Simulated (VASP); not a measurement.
# KCl (F-43m) in VASP: settings compared, part 2 of 2

VASP 6.6.1.

### Step 5. Single point, PBE

INCAR reads:

```
SYSTEM = KCl
PREC     = Accurate       ! precision mode
ENCUT    = 520            ! plane-wave cutoff, eV
EDIFF    = 1E-7           ! SCF threshold, eV
ISMEAR   = -1             ! smearing method
SIGMA    = 0.02           ! smearing width, eV
LREAL    = .False.        ! projectors in reciprocal space
LASPH    = .True.         ! aspherical terms in the spheres
NELM     = 80             ! most SCF steps
ALGO     = Normal         ! electronic algorithm
ISIF     = 2              ! what is computed and relaxed
LWAVE    = .False.        ! write WAVECAR
LCHARG   = .True.         ! write CHGCAR
GGA      = PE             ! functional
LELF     = .True.         ! ELF
LVHAR    = .True.       
NBANDS   = 15             ! bands
```

KPOINTS reads:

```
Automatic mesh
0
Gamma
  6 6 6
  0 0 0
```

POSCAR reads:

```
KCl
1.0
    0.0000000000      3.5072828382      3.5072828382
    3.5072828382      0.0000000000      3.5072828382
    3.5072828382      3.5072828382      0.0000000000
K Cl
1 1
Direct
    0.0000000000      0.0000000000      0.0000000000
    0.2500000000      0.2500000000      0.2500000000
```

Potentials or basis: VASP PAW PBE potentials, release 64 (K_sv, Cl).

The run is started by

```console
cat potpaw_PBE.64/K_sv/POTCAR potpaw_PBE.64/Cl/POTCAR > POTCAR
mpirun -np 1 vasp_std > vasp.out
```

OUTCAR:

```text
SYSTEM = KCl
   PREC = Accurate
   ENCUT = 520
   EDIFF = 1E-7
   ISMEAR = -1
   LREAL = .False.
   LASPH = .True.
   NELM = 80
   ISIF = 2
   GGA = PE

 ion  position               nearest neighbor table
   1  0.000  0.000  0.000-   2 3.04   2 3.04   2 3.04   2 3.04
   2  0.250  0.250  0.250-   1 3.04   1 3.04   1 3.04   1 3.04

  LATTYP: Found a face centered cubic cell.
 ALAT       =     7.0145656764

  Lattice vectors:

[... 463 lines left out ...]

------------------------ aborting loop because EDIFF is reached ----------------------------------------

  FORCE on cell =-STRESS in cart. coord.  units (eV):
  Direction    XX          YY          ZZ          XY          YZ          ZX
  --------------------------------------------------------------------------------------
  -------------------------------------------------------------------------------------
  Total        0.1580963      0.1580963      0.1580963      0.0000000     -0.0000000      0.0000000
  in kB        2.9355535      2.9355535      2.9355535      0.0000000     -0.0000000      0.0000000
  external PRESSURE =       2.9355535 kB  Pullay stress =       0.0000000 kB

 VOLUME and BASIS-vectors are now :
 -----------------------------------------------------------------------------
  energy-cutoff  :      520.00
  volume of cell :       86.29
      direct lattice vectors                 reciprocal lattice vectors
     0.000000000  3.507282838  3.507282838    -0.142560501  0.142560501  0.142560501
     3.507282838  0.000000000  3.507282838     0.142560501 -0.142560501  0.142560501
     3.507282838  3.507282838  0.000000000     0.142560501  0.142560501 -0.142560501

 POSITION                                       TOTAL-FORCE (eV/Angst)
 -----------------------------------------------------------------------------------
      0.00000      0.00000      0.00000         0.000000      0.000000      0.000000
      1.75364      1.75364      1.75364        -0.000000     -0.000000     -0.000000
 -----------------------------------------------------------------------------------
    total drift:                               -0.000000     -0.000000     -0.000000

  FREE ENERGIE OF THE ION-ELECTRON SYSTEM (eV)
  ---------------------------------------------------
  free  energy   TOTEN  =        -6.6186343278 eV

  energy  without entropy=       -6.6186343278  energy(sigma->0) =       -6.61863433
```

stdout:

```text
POSCAR found type information on POSCAR K Cl
 POSCAR found :  2 types and       2 ions
 scaLAPACK will be used
 LDA part: xc-table for (Slater+PW92), standard interpolation
 POSCAR, INCAR and KPOINTS ok, starting setup
 FFT: planning ... GRIDC
 FFT: planning ... GRID_SOFT
 FFT: planning ... GRID
 WAVECAR not read
 entering main loop
```

Wall time 11 s (1 thread of Intel Xeon 6975P-C (Granite Rapids), shared host); peak memory 0.24 GiB.

Results:

```yaml
Free_energy: -6.6186 eV
Pressure: 0.3 GPa
Band_gap_on_the_k_mesh: 4.77 eV (least direct gap 4.81 eV)
```

Levels at points of the mesh, in eV from the valence-band top:
```
           k point  band 5  band 6  band 7  band 8  band 9  band 10  band 11  band 12
(0.00, 0.00, 0.00)  -10.74   -0.04   -0.04   -0.04    4.77     9.37     9.37    10.36
(0.50, 0.00, 0.00)  -10.54   -0.34   -0.01   -0.01    7.28     7.41     8.95     8.95
(0.50, 0.50, 0.00)  -10.46   -0.40    0.00    0.00    6.68     7.69     9.87    10.29
```

Caveat: the structure was generated, so it needn't be the stable form of KCl.

### Step 6. Single point, LDA

INCAR reads:

```
SYSTEM = KCl
PREC = Accurate
ENCUT = 520
EDIFF = 1E-6
ISMEAR = 0
SIGMA = 0.01
LREAL = .FALSE.
LASPH = .TRUE.
NELM = 60
ALGO = Normal
ISIF = 2
LWAVE = .FALSE.
LCHARG = .FALSE.
GGA = CA
NBANDS = 15
```

KPOINTS reads:

```
Automatic mesh
0
G
  6 6 6
  0 0 0
```

POSCAR is that of step 5.

Potentials or basis: VASP PAW LDA potentials, release 64 (K_sv, Cl).

The run is started by

```console
cat potpaw_LDA.64/K_sv/POTCAR potpaw_LDA.64/Cl/POTCAR > POTCAR
mpirun -np 1 vasp_std > vasp.out
```

OUTCAR:

```text
SYSTEM = KCl
   PREC = Accurate
   ENCUT = 520
   EDIFF = 1E-6
   ISMEAR = 0
   LREAL = .FALSE.
   LASPH = .TRUE.
   NELM = 60
   ISIF = 2
   GGA = CA

 ion  position               nearest neighbor table
   1  0.000  0.000  0.000-   2 3.04   2 3.04   2 3.04   2 3.04
   2  0.250  0.250  0.250-   1 3.04   1 3.04   1 3.04   1 3.04

  LATTYP: Found a face centered cubic cell.
 ALAT       =     7.0145656764

  Lattice vectors:

 A1 = (   0.0000000000,   3.5072828382,   3.5072828382)
 A2 = (   3.5072828382,   0.0000000000,   3.5072828382)
 A3 = (   3.5072828382,   3.5072828382,   0.0000000000)

Analysis of symmetry for initial positions (statically):
=====================================================================
 Subroutine PRICEL returns:
 Original cell was already a primitive cell.

 Routine SETGRP: Setting up the symmetry group for a
 face centered cubic supercell.

 Subroutine GETGRP returns: Found 24 space group operations
 (whereof 24 operations were pure point group operations)
 out of a pool of 48 trial point group operations.

The static configuration has the point symmetry T_d .

[... 164 lines left out ...]
      4     -14.0743      2.00000
      5     -14.0743      2.00000
      6      -3.4914      2.00000
      7      -3.4914      2.00000
      8      -3.4914      2.00000
      9       1.0185      0.00000
     10       5.7042      0.00000
     11       5.7042      0.00000
     12       6.7074      0.00000
     13       6.7074      0.00000
     14       6.7074      0.00000
[... 257 lines left out ...]
      2     -15.3240      2.00000
      3     -14.1109      2.00000
      4     -14.1022      2.00000
      5     -13.7718      2.00000
      6      -3.7814      2.00000
      7      -3.5566      2.00000
      8      -3.4534      2.00000
      9       3.1097      0.00000
     10       3.9645      0.00000
     11       6.0567      0.00000
     12       6.2255      0.00000
     13       6.3975      0.00000
     14       6.8051      0.00000
     15       7.4435      0.00000

------------------------ aborting loop because EDIFF is reached ----------------------------------------

  FORCE on cell =-STRESS in cart. coord.  units (eV):
  Direction    XX          YY          ZZ          XY          YZ          ZX
  --------------------------------------------------------------------------------------
  -------------------------------------------------------------------------------------
  Total       -0.6397843     -0.6397843     -0.6397843      0.0000000      0.0000000     -0.0000000
  in kB      -11.8795998    -11.8795998    -11.8795998      0.0000000      0.0000000     -0.0000000
  external PRESSURE =     -11.8795998 kB  Pullay stress =       0.0000000 kB

 VOLUME and BASIS-vectors are now :
 -----------------------------------------------------------------------------
  energy-cutoff  :      520.00
  volume of cell :       86.29
      direct lattice vectors                 reciprocal lattice vectors
     0.000000000  3.507282838  3.507282838    -0.142560501  0.142560501  0.142560501
     3.507282838  0.000000000  3.507282838     0.142560501 -0.142560501  0.142560501
     3.507282838  3.507282838  0.000000000     0.142560501  0.142560501 -0.142560501

 POSITION                                       TOTAL-FORCE (eV/Angst)
 -----------------------------------------------------------------------------------
      0.00000      0.00000      0.00000        -0.000000     -0.000000     -0.000000
      1.75364      1.75364      1.75364         0.000000      0.000000      0.000000
 -----------------------------------------------------------------------------------
    total drift:                               -0.000000     -0.000000     -0.000000

  FREE ENERGIE OF THE ION-ELECTRON SYSTEM (eV)
  ---------------------------------------------------
  free  energy   TOTEN  =        -7.0480735092 eV

  energy  without entropy=       -7.0480735092  energy(sigma->0) =       -7.04807351
```

OSZICAR:

```text
N       E                     dE             d eps       ncg     rms          rms(c)
DAV:   1     0.107356108569E+03    0.10736E+03   -0.66054E+03   480   0.916E+02
DAV:   2     0.755423972102E+00   -0.10660E+03   -0.96913E+02   613   0.239E+02
DAV:   3    -0.717074940845E+01   -0.79262E+01   -0.78734E+01   634   0.559E+01
DAV:   4    -0.753011688193E+01   -0.35937E+00   -0.35919E+00   871   0.112E+01
DAV:   5    -0.753158931662E+01   -0.14724E-02   -0.14724E-02   634   0.733E-01    0.354E+00
DAV:   6    -0.709640400268E+01    0.43519E+00   -0.65622E-01   641   0.369E+00    0.271E+00
DAV:   7    -0.704271976608E+01    0.53684E-01   -0.12844E-01   669   0.187E+00    0.162E+00
DAV:   8    -0.704612661269E+01   -0.34068E-02   -0.23218E-02   673   0.100E+00    0.303E-01
DAV:   9    -0.704682404003E+01   -0.69743E-03   -0.18629E-03   648   0.222E-01    0.134E-01
DAV:  10    -0.704803397522E+01   -0.12099E-02   -0.45338E-04   508   0.121E-01    0.178E-02
DAV:  11    -0.704806270887E+01   -0.28734E-04   -0.15844E-05   713   0.228E-02    0.116E-02
DAV:  12    -0.704807367288E+01   -0.10964E-04   -0.10971E-05   501   0.165E-02    0.431E-03
DAV:  13    -0.704807350916E+01    0.16372E-06   -0.79183E-07   571   0.545E-03
   1 F= -.70480735E+01 E0= -.70480735E+01  d E =-.704277E-14
```

stdout:

```text
POSCAR found type information on POSCAR K Cl
 POSCAR found :  2 types and       2 ions
 scaLAPACK will be used
 LDA part: xc-table for (Slater(with rela. corr.)+CA(PZ))
 , standard interpolation
 POSCAR, INCAR and KPOINTS ok, starting setup
 FFT: planning ... GRIDC
 FFT: planning ... GRID_SOFT
 FFT: planning ... GRID
 WAVECAR not read
 entering main loop
```

Wall time 8.3 s (1 thread of Intel Xeon 6975P-C (Granite Rapids), shared host); peak memory 0.19 GiB.

Results:

| Quantity | Value |
| --- | --- |
| Free energy | -7.0481 eV |
| Pressure | -1.2 GPa |
| Band gap on the k mesh | 4.47 eV (least direct gap 4.51 eV) |

Levels at points of the mesh, in eV from the valence-band top:
| k point | band 4 | band 5 | band 6 | band 7 | band 8 | band 9 | band 10 | band 11 | band 12 | band 13 |
| --- | --- | --- | --- | --- | --- | --- | --- | --- | --- | --- |
| (0.00, 0.00, 0.00) | -10.62 | -10.62 | -0.04 | -0.04 | -0.04 | 4.47 | 9.15 | 9.15 | 10.16 | 10.16 |
| (0.50, 0.00, 0.00) | -10.64 | -10.41 | -0.37 | -0.01 | -0.01 | 6.99 | 7.13 | 8.71 | 8.71 | 10.23 |
| (0.50, 0.50, 0.00) | -10.65 | -10.33 | -0.43 | 0.00 | 0.00 | 6.41 | 7.42 | 9.59 | 10.08 | 10.08 |

Caveat: the structure was generated, so it needn't be the stable form of KCl.

### Step 7. Summary

| level | potentials or basis | cell | k mesh | smearing | gap on the mesh (eV) | pressure (GPa) |
| --- | --- | --- | --- | --- | --- | --- |
| PBE | VASP PAW PBE potentials, release 64 (K_sv, Cl) | a = 4.960 Å, angles 60.0°, 2 atoms | 4 × 4 × 4 | gaussian 0.01 eV | 4.77 | 0.3 |
| LDA | VASP PAW LDA potentials, release 64 (K_sv, Cl) | a = 4.798 Å, angles 60.0°, 2 atoms | 6 × 6 × 6 | fermi-dirac 0.02 eV | 4.63 | 0.0 |
| PBE | VASP PAW PBE potentials, release 64 (K_sv, Cl) | a = 4.960 Å, angles 60.0°, 2 atoms | 6 × 6 × 6 | fermi-dirac 0.02 eV | 4.77 | 0.3 |
| LDA | VASP PAW LDA potentials, release 64 (K_sv, Cl) | a = 4.960 Å, angles 60.0°, 2 atoms | 6 × 6 × 6 | gaussian 0.01 eV | 4.47 | -1.2 |

Alike in all rows: task single point; no spin polarisation; cutoff (eV) 520.

Caveats: the structure was generated, so it needn't be the stable form of KCl.

Absolute energies hang on the potentials; compare differences alone.
